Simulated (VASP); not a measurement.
Write the native input for VASP 6.6.1 that does the following.

- Task: single point
- Functional: PBEsol
- Potentials or basis: VASP PAW PBE potentials, release 64 (Cu, O)
- Cutoff: 520 eV
- k mesh: 14 × 14 × 8
- Occupations: gaussian, width 0.1 eV
- Spin: no spin polarisation
- Dipole correction: no
- Further INCAR settings: ALGO = Normal; EDIFF = 1e-06; NBANDS = 25

The structure of CuO lies in POSCAR:

```
CuO
1.0
    2.0283474053     -2.0268974671      0.0432257869
    2.0283474053      2.0268974671      0.0432257869
   -0.1111860703      0.0000000000      5.0879569317
Cu O
2 2
Direct
    0.5000000000      0.0000000000      0.5000000000
    0.0000000000      0.5000000000      0.0000000000
    0.5001619541      0.4998380459      0.2500000000
    0.4998380459      0.5001619541      0.7500000000
```

The input as run:

INCAR

```
PREC = Accurate
ENCUT = 520
EDIFF = 1E-6
ISMEAR = 0
SIGMA = 0.1
LREAL = False
LASPH = True
NELM = 60
ALGO = Normal
ISIF = 2
LWAVE = False
LCHARG = False
GGA = PS
NBANDS = 25
```

KPOINTS

```
Automatic mesh
0
Gamma
  14 14 8
```

Potentials or basis: VASP PAW PBE potentials, release 64 (Cu, O).

Run with:

```bash
$ cat potpaw_PBE.64/Cu/POTCAR potpaw_PBE.64/O/POTCAR > POTCAR
$ mpirun -np 1 vasp_std > vasp.out
```

Results of the run:

| Item | Value |
| --- | --- |
| Pressure | 3.8 GPa |
| Band gap on the k mesh | zero (bands 17 and 18 overlap by 1.20 eV) |

Caveat: the cell stands under pressure; the PAW data sets were made with another functional, which shifts forces and pressure a little; semilocal functionals often make such compounds metallic where correlation or magnetic order opens a gap, which also shifts bond lengths.

Wall time 5.5 min on 1 thread of Intel(R) Xeon(R) Platinum 8375C CPU @ 2.90GHz (Ice Lake), with other jobs on the host, peak memory 0.46 GiB.
